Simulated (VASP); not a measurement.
A run of VASP 6.6.1 is set up as follows.

Contents of INCAR:

```
SYSTEM = SnO2
  PREC = Accurate
  ENCUT = 520
  EDIFF = 1E-6
  ISMEAR = 0
  SIGMA = 0.05
  LREAL = .FALSE.
  LASPH = .TRUE.
  NELM = 80
  ALGO = Normal
  ISIF = 2
  LWAVE = .FALSE.
  LCHARG = .FALSE.
  GGA = PE
  NBANDS = 35
```

The input KPOINTS:

```
Automatic mesh
0
G
  6 6 8
  0 0 0
```

File POSCAR:

```
SnO2
1.0
    4.8277050007      0.0000000000      0.0000000000
    0.0000000000      4.8277050007      0.0000000000
    0.0000000000      0.0000000000      3.2379909335
Sn O
2 4
Direct
    0.0000000000      0.0000000000      0.0000000000
    0.5000000000      0.5000000000      0.5000000000
    0.3175902253      0.2956199481      0.0000000000
    0.1824097747      0.7956199481      0.5000000000
    0.6824097747      0.7043800519      0.0000000000
    0.8175902253      0.2043800519      0.5000000000
```

Potentials or basis: VASP PAW PBE potentials, release 64 (Sn_d, O).

Run with:

```bash
$ cat potpaw_PBE.64/Sn_d/POTCAR potpaw_PBE.64/O/POTCAR > POTCAR
$ mpirun -np 1 vasp_std > vasp.out
```

Task: Predict the largest force.

Result: 0.054 eV/Å.

Task: Predict the band gap on the k mesh.

Result: 0.74 eV.

Stress tensor (GPa, compression positive):
```
 0.71  0.00  0.00
 0.00 -0.13  0.00
 0.00  0.00  0.58
```

Caveat: the cell differs from its parent crystal (atoms displaced along a vibrational mode); spin-orbit coupling is left out, which moves the levels of the heavy elements.
